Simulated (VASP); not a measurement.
# Pb2Cl (Fd-3m) in VASP: single point with PBE

Aim: the single point of Pb2Cl with PBE.

All numbers are computed with VASP 6.6.1; they aren't measurements. Logs are shortened: lines on timing, memory, paths and dates and some standing lists are left out, and cuts for length are marked.

**1. The cell of the first run**

It takes space group Fd-3m (No. 227, cubic). Conventional cell: a = 9.170 Å, b = 9.170 Å, c = 9.170 Å, α = 90.00°, β = 90.00°, γ = 90.00°. Within 4.3 Å of Pb (site symmetry -3m) lie 6 Pb at 3.24 Å and 6 Cl at 3.80 Å. Cl (site symmetry -43m) has 12 Pb at 3.80 Å and 4 Cl at 3.97 Å within 5.0 Å.

**2. Single point, PBE**

The input, INCAR:

```
SYSTEM = Pb2Cl
PREC = Accurate ; ENCUT = 520
EDIFF = 1E-6 ; ISMEAR = 0
SIGMA = 0.1 ; LREAL = .FALSE.
LASPH = .TRUE. ; NELM = 80
ALGO = Normal ; ISIF = 2
LWAVE = .FALSE. ; LCHARG = .FALSE.
GGA = PE ; NBANDS = 44
```

The input, KPOINTS:

```
regular mesh
0
G
  4 4 4
  0 0 0
```

The input, POSCAR:

```
Pb2Cl
1.0
    0.0000000000      4.5849927517      4.5849927517
    4.5849927517      0.0000000000      4.5849927517
    4.5849927517      4.5849927517      0.0000000000
Pb Cl
4 2
Direct
    0.6250000000      0.6250000000      0.6250000000
    0.1250000000      0.6250000000      0.6250000000
    0.6250000000      0.6250000000      0.1250000000
    0.6250000000      0.1250000000      0.6250000000
    0.0000000000      0.0000000000      0.0000000000
    0.2500000000      0.2500000000      0.2500000000
```

Potentials or basis: VASP PAW PBE potentials, release 64 (Pb_d, Cl).

Run with:

```sh
$ cat potpaw_PBE.64/Pb_d/POTCAR potpaw_PBE.64/Cl/POTCAR > POTCAR
$ mpirun -np 1 vasp_std > vasp.out
```

OUTCAR:

```text
SYSTEM = Pb2Cl
   PREC = Accurate
   ENCUT = 520
   EDIFF = 1E-6
   ISMEAR = 0
   LREAL = .FALSE.
   LASPH = .TRUE.
   NELM = 80
   ISIF = 2
   GGA = PE

 ion  position               nearest neighbor table
   1  0.625  0.625  0.625-   2 3.24   3 3.24   4 3.24   3 3.24   4 3.24   2 3.24
   2  0.125  0.625  0.625-   1 3.24   3 3.24   4 3.24   1 3.24   3 3.24   4 3.24
   3  0.625  0.625  0.125-   1 3.24   1 3.24   2 3.24   4 3.24   4 3.24   2 3.24
   4  0.625  0.125  0.625-   1 3.24   3 3.24   1 3.24   2 3.24   3 3.24   2 3.24
   5  0.000  0.000  0.000-
   6  0.250  0.250  0.250-

  LATTYP: Found a face centered cubic cell.
 ALAT       =     9.1699855034

  Lattice vectors:

 A1 = (   0.0000000000,   4.5849927517,   4.5849927517)
 A2 = (   4.5849927517,   0.0000000000,   4.5849927517)
 A3 = (   4.5849927517,   4.5849927517,   0.0000000000)

Analysis of symmetry for initial positions (statically):
=====================================================================
 Subroutine PRICEL returns:
 Original cell was already a primitive cell.

 Routine SETGRP: Setting up the symmetry group for a
 face centered cubic supercell.

 Subroutine GETGRP returns: Found 48 space group operations
 (whereof 24 operations were pure point group operations)
 out of a pool of 48 trial point group operations.

The static configuration has the point symmetry T_d .
 The point group associated with its full space group is O_h .

Analysis of symmetry for dynamics (positions and initial velocities):
=====================================================================
 Subroutine PRICEL returns:
 Original cell was already a primitive cell.

 Routine SETGRP: Setting up the symmetry group for a
 face centered cubic supercell.

 Subroutine GETGRP returns: Found 48 space group operations
 (whereof 24 operations were pure point group operations)
 out of a pool of 48 trial point group operations.

The dynamic configuration has the point symmetry T_d .
 The point group associated with its full space group is O_h .

 Subroutine INISYM returns: Found 48 space group operations
 (whereof 24 operations are pure point group operations),
 and found     1 'primitive' translations

----------------------------------------------------------------------------------------

                                     Primitive cell

  volume of cell :     192.7729

  direct lattice vectors                    reciprocal lattice vectors
     0.000000000  4.584992752  4.584992752    -0.109051426  0.109051426  0.109051426
     4.584992752  0.000000000  4.584992752     0.109051426 -0.109051426  0.109051426
     4.584992752  4.584992752  0.000000000     0.109051426  0.109051426 -0.109051426

  length of vectors
     6.484158933  6.484158933  6.484158933     0.188882611  0.188882611  0.188882611

  position of ions in fractional coordinates (direct lattice)
     0.625000000  0.625000000  0.625000000
     0.125000000  0.625000000  0.625000000
     0.625000000  0.625000000  0.125000000
     0.625000000  0.125000000  0.625000000
     0.000000000  0.000000000  0.000000000
     0.250000000  0.250000000  0.250000000

  ion indices of the primitive-cell ions
   primitive index   ion index
                 1           1
                 2           2
                 3           3
                 4           4
                 5           5
                 6           6

----------------------------------------------------------------------------------------

 KPOINTS: regular mesh

Automatic generation of k-mesh.
 Grid dimensions read from file:
 generate k-points for:    4    4    4

 Generating k-lattice:

  Cartesian coordinates                     Fractional coordinates (reciprocal lattice)
    -0.027262857  0.027262857  0.027262857     0.250000000  0.000000000  0.000000000
     0.027262857 -0.027262857  0.027262857     0.000000000  0.250000000  0.000000000
     0.027262857  0.027262857 -0.027262857     0.000000000  0.000000000  0.250000000

  Length of vectors
     0.047220653  0.047220653  0.047220653

  Shift w.r.t. Gamma in fractional coordinates (k-lattice)
     0.000000000  0.000000000  0.000000000

 Subroutine IBZKPT returns following result:
 ===========================================

 Found      8 irreducible k-points:

 Following reciprocal coordinates:
            Coordinates               Weight
  0.000000  0.000000  0.000000      1.000000
  0.250000  0.000000  0.000000      8.000000
  0.500000  0.000000  0.000000      4.000000
  0.250000  0.250000  0.000000      6.000000
  0.500000  0.250000  0.000000     24.000000
 -0.250000  0.250000  0.000000     12.000000
  0.500000  0.500000  0.000000      3.000000
 -0.250000  0.500000  0.250000      6.000000
   k-points           NKPTS =      8   k-points in BZ     NKDIM =      8   number of bands    NBANDS=     44
   number of dos      NEDOS =    301   number of ions     NIONS =      6
   total plane-waves  NPLWV = 110592
   dimension x,y,z NGX =    48 NGY =   48 NGZ =   48
   dimension x,y,z NGXF=    96 NGYF=   96 NGZF=   96
   ions per type =               4   2
   NGX,Y,Z   is equivalent  to a cutoff of  12.31, 12.31, 12.31 a.u.
   NGXF,Y,Z  is equivalent  to a cutoff of  24.61, 24.61, 24.61 a.u.
 SYSTEM =  Pb2Cl
   PREC   = accura    normal or accurate (medium, high low for compatibility)
   ISTART =      0    job   : 0-new  1-cont  2-samecut
   ICHARG =      2    charge: 1-file 2-atom 10-const
   ISPIN  =      1    spin polarized calculation?
   LNONCOLLINEAR =      F non collinear calculations
   LSORBIT =      F    spin-orbit coupling
   LASPH  =      T    aspherical Exc in radial PAW
   ENCUT  =  520.0 eV  38.22 Ry    6.18 a.u.  12.06 12.06 12.06*2*pi/ulx,y,z
   NELM   =     80;   NELMIN=  2; NELMDL= -5     # of ELM steps
   EDIFF  = 0.1E-05   stopping-criterion for ELM
   LREAL  =      F    real-space projection
   EDIFFG = 0.1E-04   stopping-criterion for IOM
   NSW    =      0    number of steps for IOM
   IBRION =     -1    ionic relax: 0-MD 1-quasi-New 2-CG
   NFREE  =      0    steps in history (QN), initial steepest desc. (CG)
   ISIF   =      2    stress and relaxation
   ISYM   =      2    0-nonsym 1-usesym 2-fastsym
   POTIM  = 0.5000    time-step for ionic-motion
   TEBEG  =    0.0;   TEEND  =   0.0 temperature during run
   PSTRESS=    0.0 pullay stress
   NELECT =      70.0000    total number of electrons
   NUPDOWN=      -1.0000    fix difference up-down
   EMIN   =  10.00;   EMAX   =-10.00  energy-range for DOS
   EFERMI =   0.00;   METHOD = LEGACY
   ISMEAR =     0;   SIGMA  =   0.10  broadening in eV -4-tet -1-fermi 0-gaus
   EFERMI_NEDOS =   21; number of points for ismear=-14 and -15
   IALGO  =     38    algorithm
   IMIX   =      4    mixing-type and parameters
     AMIX     =   0.40;   BMIX     =  1.00
     AMIX_MAG =   1.60;   BMIX_MAG =  1.00
  volume/ion in A,a.u.               =      32.13       216.82
  Fermi-wavevector in a.u.,A,eV,Ry     =   1.167953  2.207112 18.559914  1.364115
  Thomas-Fermi vector in A             =   2.304447
   LORBIT       =      0    0 simple, 1 ext, 2 COOP (PROOUT), +10 PAW based schemes
   GGA     = PE    functional components
   LHFCALC =     F    Hartree Fock is set to
   AEXX    =    0.0000 exact exchange contribution
   IVDW    =     0    specifies the selected vdW correction
   LEPSILON=     F    determine dielectric tensor
   LRPA    =     F    only Hartree local field effects (RPA)
 non-spin polarized calculation
 Gauss-broadening in eV      SIGMA  =   0.10
  energy-cutoff  :      520.00
  volume of cell :      192.77
 maximum number of plane-waves:      5218
   NGX = 25   NGY = 25   NGZ = 25

 number of electron      70.0000002 magnetization

 Free energy of the ion-electron system (eV)
  ---------------------------------------------------
  ext. energy  EPLUGINS =         0.00000000
  ---------------------------------------------------
  free energy    TOTEN  =       -18.35430947 eV

  energy without entropy =      -18.33034035  energy(sigma->0) =      -18.34232491

 E-fermi :   4.3230     XC(G=0):  -9.0655

 val. band max:        4.2940246252   @ k =   0.2500   0.2500   0.0000
 cond. band min:       4.5054116448   @ k =   0.5000   0.2500   0.0000
 fundamental gap:      0.2113870196
 Fermi energy:         4.3229806681

 k-point     1 :       0.0000    0.0000    0.0000
  band No.  band energies     occupation
      1     -13.1483      2.00000
      2     -13.0288      2.00000
      3     -13.0288      2.00000
      4     -13.0158      2.00000
      5     -13.0158      2.00000
      6     -13.0158      2.00000
[... 36 lines left out ...]
     43      11.3406      0.00000
     44      11.3406      0.00000

 k-point     2 :       0.2500    0.0000    0.0000
  band No.  band energies     occupation
      1     -13.0999      2.00000
      2     -13.0183      2.00000
      3     -13.0183      2.00000
      4     -12.9900      2.00000
      5     -12.9470      2.00000
      6     -12.9470      2.00000
[... 36 lines left out ...]
     43      10.3849      0.00000
     44      11.0906      0.00000

 k-point     3 :       0.5000    0.0000    0.0000
  band No.  band energies     occupation
      1     -13.0664      2.00000
      2     -13.0125      2.00000
      3     -13.0125      2.00000
      4     -12.9031      2.00000
      5     -12.8515      2.00000
      6     -12.8188      2.00000
[... 36 lines left out ...]
     43      10.2197      0.00000
     44      10.9532      0.00000

 k-point     4 :       0.2500    0.2500    0.0000
  band No.  band energies     occupation
      1     -13.0765      2.00000
      2     -13.0089      2.00000
      3     -13.0063      2.00000
      4     -12.9532      2.00000
      5     -12.9490      2.00000
      6     -12.9490      2.00000
[... 36 lines left out ...]
     43      10.6583      0.00000
     44      10.9875      0.00000

 k-point     5 :       0.5000    0.2500    0.0000
  band No.  band energies     occupation
      1     -13.0280      2.00000
      2     -12.9840      2.00000
      3     -12.9548      2.00000
      4     -12.9440      2.00000
      5     -12.8566      2.00000
      6     -12.8308      2.00000
[... 36 lines left out ...]
     43       9.4388      0.00000
     44      10.9670      0.00000

 k-point     6 :      -0.2500    0.2500    0.0000
  band No.  band energies     occupation
      1     -13.0421      2.00000
      2     -12.9871      2.00000
      3     -12.9764      2.00000
      4     -12.9646      2.00000
      5     -12.9094      2.00000
      6     -12.8494      2.00000
[... 36 lines left out ...]
     43       9.4622      0.00000
     44      10.7256      0.00000

 k-point     7 :       0.5000    0.5000    0.0000
  band No.  band energies     occupation
      1     -13.0151      2.00000
      2     -13.0151      2.00000
      3     -12.8538      2.00000
      4     -12.8538      2.00000
      5     -12.8480      2.00000
      6     -12.8480      2.00000
[... 36 lines left out ...]
     43      10.9845      0.00000
     44      10.9845      0.00000

 k-point     8 :      -0.2500    0.5000    0.2500
  band No.  band energies     occupation
      1     -12.9718      2.00000
      2     -12.9718      2.00000
      3     -12.9346      2.00000
      4     -12.9346      2.00000
      5     -12.8320      2.00000
      6     -12.8320      2.00000
[... 36 lines left out ...]
     43       9.2886      0.00000
     44       9.2886      0.00000

------------------------ aborting loop because EDIFF is reached ----------------------------------------

  FORCE on cell =-STRESS in cart. coord.  units (eV):
  Direction    XX          YY          ZZ          XY          YZ          ZX
  --------------------------------------------------------------------------------------
  -------------------------------------------------------------------------------------
  Total        0.0746594      0.0746594      0.0746594      0.0000000      0.0000000      0.0000000
  in kB        0.6205106      0.6205106      0.6205106      0.0000000      0.0000000      0.0000000
  external PRESSURE =       0.6205106 kB  Pullay stress =       0.0000000 kB

 VOLUME and BASIS-vectors are now :
 -----------------------------------------------------------------------------
  energy-cutoff  :      520.00
  volume of cell :      192.77
      direct lattice vectors                 reciprocal lattice vectors
     0.000000000  4.584992752  4.584992752    -0.109051426  0.109051426  0.109051426
     4.584992752  0.000000000  4.584992752     0.109051426 -0.109051426  0.109051426
     4.584992752  4.584992752  0.000000000     0.109051426  0.109051426 -0.109051426

 POSITION                                       TOTAL-FORCE (eV/Angst)
 -----------------------------------------------------------------------------------
      5.73124      5.73124      5.73124         0.000000      0.000000     -0.000000
      5.73124      3.43874      3.43874         0.000000      0.000000     -0.000000
      3.43874      3.43874      5.73124         0.000000      0.000000     -0.000000
      3.43874      5.73124      3.43874         0.000000      0.000000     -0.000000
      0.00000      0.00000      0.00000         0.000000     -0.000000      0.000000
      2.29250      2.29250      2.29250        -0.000000     -0.000000     -0.000000
 -----------------------------------------------------------------------------------
    total drift:                                0.000000      0.000000      0.000000

  FREE ENERGIE OF THE ION-ELECTRON SYSTEM (eV)
  ---------------------------------------------------
  free  energy   TOTEN  =       -18.3543094704 eV

  energy  without entropy=      -18.3303403513  energy(sigma->0) =      -18.34232491
```

Run time: 35 s. Hardware: 1 thread of Intel Xeon 6975P-C (Granite Rapids), shared host; peak memory 0.33 GiB.

What came out:

```
Free energy            : -18.3543 eV
Pressure               : 0.1 GPa
Band gap on the k mesh : zero (bands 35 and 36 overlap by 2.02 eV)
```

Levels at points of the mesh, in eV from the Fermi level:
```csv
k point,band 33,band 34,band 35,band 36,band 37,band 38,band 39,band 40
"(0.00, 0.00, 0.00)",-2.59,-0.44,-0.44,-0.44,-0.34,-0.34,5.20,5.72
"(0.50, 0.00, 0.00)",-1.68,-0.25,-0.25,1.23,1.76,1.84,1.84,1.88
"(0.50, 0.50, 0.00)",-1.39,-1.39,1.58,1.58,1.59,1.59,1.74,1.74
```

Caveat: spin-orbit coupling is left out, which moves the levels of the heavy elements.
